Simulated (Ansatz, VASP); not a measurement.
**Sb: VASP beside Ansatz**

```
CELL_PARAMETERS angstrom
3.16000 0.00000 0.00000
0.00000 3.16000 0.00000
0.00000 0.00000 3.16000
ATOMIC_POSITIONS crystal
Sb 0.00000 0.00000 0.00000
```

Alike in both runs: task single point; functional PBE; k mesh 20 × 20 × 20; occupations fermi-dirac, width 0.05 eV; no spin polarisation.

|  | VASP | Ansatz |
| --- | --- | --- |
| version | VASP 6.6.1 | Ansatz 0.2.0 |
| potentials or method | VASP PAW PBE potentials, release 64 (Sb), cutoff 520 eV | all-electron LAPW, non-relativistic |

|  | VASP | Ansatz | Ansatz less VASP |
| --- | --- | --- | --- |
| gap on the k mesh at the Fermi level (eV) | none | none | - |
| pressure (GPa) | -2.5 | -2.6 | -0.16 |

A gap of «none» marks a metal or a gap that the smearing closes. Ansatz ran all-electron here, and VASP with PAW potentials.

Neither program's run includes spin-orbit coupling.
